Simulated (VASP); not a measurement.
Rb2Zn2P: single point with PBE

Crystal: Rb2Zn2P.

```
CELL_PARAMETERS angstrom
4.44917 0.00000 0.00000
-2.22459 3.85310 0.00000
0.00000 0.00000 10.61447
ATOMIC_POSITIONS crystal
Rb 0.33333 0.66667 0.70777
Rb 0.66667 0.33333 0.29223
Zn 0.33333 0.66667 0.05986
Zn 0.66667 0.33333 0.94014
P 0.00000 0.00000 0.00000
```

```
Program                : VASP 6.6.1
Task                   : single point
Functional             : PBE
Potentials or basis    : VASP PAW PBE potentials, release 64 (Rb_sv, Zn, P)
Cutoff                 : 520 eV
k mesh                 : 12 × 12 × 4
Occupations            : gaussian, width 0.1 eV
Spin                   : no spin polarisation
Dipole correction      : no
Further INCAR settings : ALGO = Normal; EDIFF = 1e-06; NBANDS = 32
```

```
Pressure               : 0.0 GPa
Largest force          : 0.005 eV/Å
Band gap on the k mesh : zero (an odd number of electrons rules out a gap without spin polarisation)
```

Forces in eV/Å, atoms in the order of the input:
```
Rb   0.000  0.000 -0.005
Rb   0.000  0.000  0.005
Zn   0.000  0.000  0.005
Zn   0.000  0.000 -0.005
P    0.000  0.000  0.000
```

Levels at points of the mesh, in eV from the Fermi level:
```
           k point  band 22  band 23  band 24  band 25  band 26  band 27
(0.00, 0.00, 0.00)    -1.61    -1.61    -1.19     0.57     1.27     1.45
(0.50, 0.00, 0.00)    -2.28    -2.05     0.15     0.68     1.14     1.79
(0.00, 0.00, 0.50)    -1.61    -1.61    -0.96    -0.28     1.44     1.44
(0.50, 0.00, 0.50)    -2.27    -2.05     0.02     0.80     1.22     1.50
```

Run time: 5.6 min on 1 thread of Intel(R) Xeon(R) Platinum 8259CL CPU @ 2.50GHz (Skylake/Cascade Lake) (shared host), peak memory 0.55 GiB.
